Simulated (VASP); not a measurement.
# Ti (P6_3/mmc) in VASP: single point with r2SCAN

Aim: the single point of Ti with r2SCAN.

Program: VASP 6.6.1. These are calculated values, not measurements. Logs are shortened: lines on timing, memory, paths and dates and some standing lists are left out, and cuts for length are marked.

## (1) The cell of the first run

It takes space group P6_3/mmc (No. 194, hexagonal). The conventional cell has a = 2.936 Å, b = 2.936 Å, c = 4.639 Å, α = 90.00°, β = 90.00°, γ = 120.00°. Within 3.8 Å of Ti (site symmetry -6m2) lie 12 Ti at 2.87 to 2.94 Å.

## (2) Single point, r2SCAN, collinear spin

File POSCAR:

```
Ti
1.0
    2.9357790312      0.0000000000      0.0000000000
   -1.4678895156      2.5424592209      0.0000000000
    0.0000000000      0.0000000000      4.6392942155
Ti
2
Direct
    0.3333333333      0.6666666667      0.2500000000
    0.6666666667      0.3333333333      0.7500000000
```

File INCAR.step1:

```
SYSTEM = Ti
  PREC = Accurate
  ENCUT = 550
  ISMEAR = -1
  SIGMA = 0.05
  LREAL = .False.
  LASPH = .True.
  NELM = 200
  ISPIN = 2
  MAGMOM = 1 1
  LMAXMIX = 4
  NBANDS = 23
  GGA = PE
  ALGO = Normal
  EDIFF = 1E-5
  LWAVE = .True.
  LCHARG = .False.
  GGA_COMPAT = .False.
```

File INCAR.step2:

```
SYSTEM = Ti
  PREC = Accurate
  ENCUT = 550
  EDIFF = 1E-6
  ISMEAR = -1
  SIGMA = 0.05
  LREAL = .False.
  LASPH = .True.
  NELM = 200
  ALGO = Normal
  ISIF = 2
  LWAVE = .False.
  LCHARG = .False.
  ISPIN = 2
  MAGMOM = 1 1
  LORBIT = 11
  LMAXMIX = 4
  METAGGA = R2SCAN
  LMIXTAU = .True.
  NBANDS = 23
  ISTART = 1
  GGA_COMPAT = .False.
```

File KPOINTS:

```
Automatic mesh
0
Gamma
  12 12 7
  0 0 0
```

Potentials or basis: VASP PAW PBE potentials, release 64 (Ti_sv).

The run is started by

```console
cat potpaw_PBE.64/Ti_sv/POTCAR > POTCAR
cp INCAR.step1 INCAR
mpirun -np 1 vasp_std > vasp.out
cp INCAR.step2 INCAR
mpirun -np 1 vasp_std > vasp.out
```

OUTCAR:

```text
SYSTEM = Ti
   PREC = Accurate
   ENCUT = 550
   EDIFF = 1E-6
   ISMEAR = -1
   LREAL = .False.
   LASPH = .True.
   NELM = 200
   ISIF = 2
   ISPIN = 2
   LORBIT = 11
   METAGGA = R2SCAN
   ISTART = 1

 ion  position               nearest neighbor table
   1  0.333  0.667  0.250-   2 2.87   2 2.87   2 2.87   2 2.87   2 2.87   2 2.87
   2  0.667  0.333  0.750-   1 2.87   1 2.87   1 2.87   1 2.87   1 2.87   1 2.87

  LATTYP: Found a hexagonal cell.
 ALAT       =     2.9357790312
 C/A-ratio  =     1.5802600149

  Lattice vectors:

 A1 = (   2.9357790312,   0.0000000000,   0.0000000000)
 A2 = (  -1.4678895156,   2.5424592209,   0.0000000000)
 A3 = (   0.0000000000,   0.0000000000,   4.6392942155)

Analysis of symmetry for initial positions (statically):
=====================================================================
 Subroutine PRICEL returns:
 Original cell was already a primitive cell.

 Routine SETGRP: Setting up the symmetry group for a
 hexagonal supercell.

 Subroutine GETGRP returns: Found 24 space group operations
 (whereof 12 operations were pure point group operations)
 out of a pool of 24 trial point group operations.

The static configuration has the point symmetry D_3d.
 The point group associated with its full space group is D_6h.

Analysis of symmetry for dynamics (positions and initial velocities):
=====================================================================
 Subroutine PRICEL returns:
 Original cell was already a primitive cell.

 Routine SETGRP: Setting up the symmetry group for a
 hexagonal supercell.

 Subroutine GETGRP returns: Found 24 space group operations
 (whereof 12 operations were pure point group operations)
 out of a pool of 24 trial point group operations.

The dynamic configuration has the point symmetry D_3d.
 The point group associated with its full space group is D_6h.

Analysis of structural, dynamic, and magnetic symmetry:
=====================================================================
 Subroutine PRICEL returns:
 Original cell was already a primitive cell.

 Routine SETGRP: Setting up the symmetry group for a
 hexagonal supercell.

 Subroutine GETGRP returns: Found 24 space group operations
 (whereof 12 operations were pure point group operations)
 out of a pool of 24 trial point group operations.

The overall configuration has the point symmetry D_3d.
 The point group associated with its full space group is D_6h.

 Subroutine INISYM returns: Found 24 space group operations
 (whereof 12 operations are pure point group operations),
 and found     1 'primitive' translations

----------------------------------------------------------------------------------------

                                     Primitive cell

  volume of cell :      34.6281

  direct lattice vectors                    reciprocal lattice vectors
     2.935779031  0.000000000  0.000000000     0.340625091  0.196659988  0.000000000
    -1.467889516  2.542459221  0.000000000     0.000000000  0.393319976  0.000000000
     0.000000000  0.000000000  4.639294215     0.000000000  0.000000000  0.215550028

  length of vectors
     2.935779031  2.935779031  4.639294215     0.393319976  0.393319976  0.215550028

  position of ions in fractional coordinates (direct lattice)
     0.333333333  0.666666667  0.250000000
     0.666666667  0.333333333  0.750000000

  ion indices of the primitive-cell ions
   primitive index   ion index
                 1           1
                 2           2

----------------------------------------------------------------------------------------

 KPOINTS: Automatic mesh

Automatic generation of k-mesh.
 Grid dimensions read from file:
 generate k-points for:   12   12    7

 Generating k-lattice:

  Cartesian coordinates                     Fractional coordinates (reciprocal lattice)
     0.028385424  0.016388332  0.000000000     0.083333333  0.000000000  0.000000000
     0.000000000  0.032776665  0.000000000     0.000000000  0.083333333  0.000000000
     0.000000000  0.000000000  0.030792861     0.000000000  0.000000000  0.142857143

  Length of vectors
     0.032776665  0.032776665  0.030792861

  Shift w.r.t. Gamma in fractional coordinates (k-lattice)
     0.000000000  0.000000000  0.000000000

 Subroutine IBZKPT returns following result:
 ===========================================

 Found     76 irreducible k-points:

 Following reciprocal coordinates:
            Coordinates               Weight
  0.000000  0.000000  0.000000      1.000000
  0.083333 -0.000000  0.000000      6.000000
  0.166667  0.000000  0.000000      6.000000
  0.250000  0.000000  0.000000      6.000000
  0.333333  0.000000  0.000000      6.000000
  0.416667 -0.000000  0.000000      6.000000
[... 16 lines left out ...]
  0.250000  0.000000  0.142857     12.000000
  0.333333  0.000000  0.142857     12.000000
 [... further k-points ...]
   k-points           NKPTS =     76   k-points in BZ     NKDIM =     76   number of bands    NBANDS=     23
   number of dos      NEDOS =    301   number of ions     NIONS =      2
   total plane-waves  NPLWV =  20736
   dimension x,y,z NGX =    24 NGY =   24 NGZ =   36
   dimension x,y,z NGXF=    48 NGYF=   48 NGZF=   72
   ions per type =               2
   NGX,Y,Z   is equivalent  to a cutoff of  13.59, 13.59, 12.90 a.u.
   NGXF,Y,Z  is equivalent  to a cutoff of  27.18, 27.18, 25.80 a.u.
 SYSTEM =  Ti
   PREC   = accura    normal or accurate (medium, high low for compatibility)
   ISTART =      1    job   : 0-new  1-cont  2-samecut
   ICHARG =      0    charge: 1-file 2-atom 10-const
   ISPIN  =      2    spin polarized calculation?
   LNONCOLLINEAR =      F non collinear calculations
   LSORBIT =      F    spin-orbit coupling
   LASPH  =      T    aspherical Exc in radial PAW
   ENCUT  =  550.0 eV  40.42 Ry    6.36 a.u.   5.61  5.61  8.87*2*pi/ulx,y,z
   NELM   =    200;   NELMIN=  2; NELMDL=  0     # of ELM steps
   EDIFF  = 0.1E-05   stopping-criterion for ELM
   LREAL  =      F    real-space projection
   EDIFFG = 0.1E-04   stopping-criterion for IOM
   NSW    =      0    number of steps for IOM
   IBRION =     -1    ionic relax: 0-MD 1-quasi-New 2-CG
   NFREE  =      0    steps in history (QN), initial steepest desc. (CG)
   ISIF   =      2    stress and relaxation
   ISYM   =      2    0-nonsym 1-usesym 2-fastsym
   POTIM  = 0.5000    time-step for ionic-motion
   TEBEG  =    0.0;   TEEND  =   0.0 temperature during run
   PSTRESS=    0.0 pullay stress
   NELECT =      24.0000    total number of electrons
   NUPDOWN=      -1.0000    fix difference up-down
   EMIN   =  10.00;   EMAX   =-10.00  energy-range for DOS
   EFERMI =   0.00;   METHOD = LEGACY
   ISMEAR =    -1;   SIGMA  =   0.05  broadening in eV -4-tet -1-fermi 0-gaus
   EFERMI_NEDOS =   21; number of points for ismear=-14 and -15
   IALGO  =     38    algorithm
   IMIX   =      4    mixing-type and parameters
     AMIX     =   0.40;   BMIX     =  1.00
     AMIX_MAG =   1.60;   BMIX_MAG =  1.00
  volume/ion in A,a.u.               =      17.31       116.84
  Fermi-wavevector in a.u.,A,eV,Ry     =   1.448779  2.737795 28.558094  2.098961
  Thomas-Fermi vector in A             =   2.566581
   LORBIT       =     11    0 simple, 1 ext, 2 COOP (PROOUT), +10 PAW based schemes
   METAGGA = R2SCAN    functional components
   LHFCALC =     F    Hartree Fock is set to
   AEXX    =    0.0000 exact exchange contribution
   IVDW    =     0    specifies the selected vdW correction
   LEPSILON=     F    determine dielectric tensor
   LRPA    =     F    only Hartree local field effects (RPA)
 spin polarized calculation
  energy-cutoff  :      550.00
  volume of cell :       34.63
 maximum number of plane-waves:      1032
 NGX is ok and might be reduce to    24
   NGX = 11   NGY = 11   NGZ = 17

 number of electron      24.0000002 magnetization      -0.0000003

 number of electron      24.0000002 magnetization       0.0000000

 Free energy of the ion-electron system (eV)
  ---------------------------------------------------
  ext. energy  EPLUGINS =         0.00000000
  ---------------------------------------------------
  free energy    TOTEN  =       -25.90836941 eV

  energy without entropy =      -25.89381193  energy(sigma->0) =      -25.90109067

 E-fermi :   8.4375     XC(G=0): -12.4124

 val. band max:        8.4270845478   @ k =   0.3333   0.2500   0.2857
 cond. band min:       8.4427100692   @ k =   0.3333   0.1667   0.4286
 fundamental gap:      0.0156255213
 Fermi energy:         8.4375051884

 spin component 1

 k-point     1 :       0.0000    0.0000    0.0000
  band No.  band energies     occupation
      1     -50.8021      1.00000
      2     -50.6555      1.00000
      3     -26.3674      1.00000
      4     -25.6946      1.00000
      5     -25.6946      1.00000
      6     -25.6200      1.00000
[... 15 lines left out ...]
     22      23.5268      0.00000
     23      26.3745      0.00000
[... 575 lines left out ...]
      1     -50.7103      1.00000
      2     -50.6345      1.00000
      3     -26.1836      1.00000
      4     -26.0252      1.00000
      5     -25.9677      1.00000
      6     -25.8004      1.00000
[... 15 lines left out ...]
     22      18.6247      0.00000
     23      22.0796      0.00000

 [... further k-points ...]

 spin component 2

 k-point     1 :       0.0000    0.0000    0.0000
  band No.  band energies     occupation
      1     -50.8021      1.00000
      2     -50.6555      1.00000
      3     -26.3674      1.00000
      4     -25.6946      1.00000
      5     -25.6946      1.00000
      6     -25.6200      1.00000
[... 15 lines left out ...]
     22      23.5268      0.00000
     23      26.3759      0.00000
[... 575 lines left out ...]
      1     -50.7103      1.00000
      2     -50.6345      1.00000
      3     -26.1836      1.00000
      4     -26.0252      1.00000
      5     -25.9677      1.00000
      6     -25.8004      1.00000
[... 15 lines left out ...]
     22      18.6247      0.00000
     23      22.0796      0.00000

 [... further k-points ...]
[... 5 lines left out ...]
  --------------------------------------------------------------------------------------
  -------------------------------------------------------------------------------------
  Total        0.0866982      0.0866982      0.0716753      0.0000000     -0.0000000      0.0000000
  in kB        4.0113562      4.0113562      3.3162776      0.0000000     -0.0000000      0.0000000
  external PRESSURE =       3.7796634 kB  Pullay stress =       0.0000000 kB

 VOLUME and BASIS-vectors are now :
 -----------------------------------------------------------------------------
  energy-cutoff  :      550.00
  volume of cell :       34.63
      direct lattice vectors                 reciprocal lattice vectors
     2.935779031  0.000000000  0.000000000     0.340625091  0.196659988  0.000000000
    -1.467889516  2.542459221  0.000000000     0.000000000  0.393319976  0.000000000
     0.000000000  0.000000000  4.639294215     0.000000000  0.000000000  0.215550028

 POSITION                                       TOTAL-FORCE (eV/Angst)
 -----------------------------------------------------------------------------------
     -0.00000      1.69497      1.15982         0.000000     -0.000000      0.000000
      1.46789      0.84749      3.47947        -0.000000      0.000000      0.000000
 -----------------------------------------------------------------------------------
    total drift:                                0.000000     -0.000000      0.000000

  FREE ENERGIE OF THE ION-ELECTRON SYSTEM (eV)
  ---------------------------------------------------
  free  energy   TOTEN  =       -25.9083694147 eV

  energy  without entropy=      -25.8938119343  energy(sigma->0) =      -25.90109067

 total charge

# of ion       s       p       d       tot
------------------------------------------
    1        2.248   6.138   1.833  10.219
    2        2.248   6.138   1.833  10.219
--------------------------------------------------
tot          4.496  12.277   3.665  20.439

 magnetization (x)

# of ion       s       p       d       tot
------------------------------------------
    1        0.000   0.000  -0.000  -0.000
    2        0.000   0.000  -0.000  -0.000
--------------------------------------------------
tot          0.000   0.000  -0.000  -0.000
```

It took 16 min on 1 thread of Oxide Virtual Turin-like, shared host; peak memory 0.2 GiB.

Results:

* Free energy: -25.9084 eV
* Pressure: 0.4 GPa
* Band gap on the k mesh: zero (filled and empty bands overlap)
* Net moment: 0.00 μB per cell
* Valence electrons inside the program's atomic spheres: Ti 10.22

Caveat: the PAW data sets were made with another functional, which shifts forces and pressure a little.
